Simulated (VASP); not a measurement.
A run of VASP 6.6.1:

INCAR

```
SYSTEM = SiC
PREC     = Accurate       ! precision mode
ENCUT    = 600            ! plane-wave cutoff, eV
EDIFF    = 1E-6           ! SCF threshold, eV
ISMEAR   = 0              ! smearing method
SIGMA    = 0.02           ! smearing width, eV
LREAL    = .FALSE.        ! projectors in reciprocal space
LASPH    = .TRUE.         ! aspherical terms in the spheres
NELM     = 120            ! most SCF steps
ALGO     = Normal         ! electronic algorithm
ISIF     = 2              ! what is computed and relaxed
LWAVE    = .FALSE.        ! write WAVECAR
LCHARG   = .FALSE.        ! write CHGCAR
GGA      = PS             ! functional
NBANDS   = 16             ! bands
GGA_COMPAT= .FALSE.
```

File KPOINTS:

```
regular mesh
0
G
  8 8 6
  0 0 0
```

File POSCAR:

```
SiC
1.0
    3.1067621217      0.0000000000      0.0000000000
   -1.5533810608      2.6594773108      0.0000000000
    0.0000000000      0.0000000000      5.0427275635
Si C
2 2
Direct
    0.3332408351      0.6664816703     -0.0007006068
    0.6667591649      0.3335183297      0.4992993932
    0.3323294327      0.6646588653      0.3757006068
    0.6676705673      0.3353411347      0.8757006068
```

Potentials or basis: VASP PAW PBE potentials, release 64 (Si, C).

Run with:

```console
$ cat potpaw_PBE.64/Si/POTCAR potpaw_PBE.64/C/POTCAR > POTCAR
$ mpirun -np 1 vasp_std > vasp.out
```

Hardware: 1 thread of Intel Xeon 8259CL (shared host).

How long does it take, and how much memory?

It took 91 s on 1 thread of Intel Xeon 8259CL, on a shared host, peak memory 0.21 GiB. Counts: scf iterations 12, k points 84.
